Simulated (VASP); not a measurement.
Here is a VASP 6.6.1 calculation.

Contents of INCAR:

```
SYSTEM = Lu
ALGO = Normal
EDIFF = 1E-6
ENCUT = 520
GGA = PS
ISIF = 2
ISMEAR = -1
LASPH = .TRUE.
LCHARG = .FALSE.
LREAL = .FALSE.
LWAVE = .FALSE.
NBANDS = 18
NELM = 60
PREC = Accurate
SIGMA = 0.1
```

The input KPOINTS:

```
k-points
0
G
  16 16 16
  0 0 0
```

File POSCAR:

```
Lu
1.0
    3.1271331035      0.0000000000      0.0000000000
    0.0000000000      3.1271331035      0.0000000000
    0.0000000000      0.0000000000      3.1271331035
Lu
1
Direct
    0.0000000000      0.0000000000      0.0000000000
```

Potentials or basis: VASP PAW PBE potentials, release 64 (Lu).

The run is started by

```sh
$ cat potpaw_PBE.64/Lu/POTCAR > POTCAR
$ mpirun -np 1 vasp_std > vasp.out
```

Task: Predict the pressure.

Result: 0.1 GPa.

Task: What does it give for the band gap on the k mesh?

Result: Zero (an odd number of electrons rules out a gap without spin polarisation).

Caveat: the PAW data sets were made with another functional, which shifts forces and pressure a little; spin-orbit coupling is left out, which moves the levels of the heavy elements.
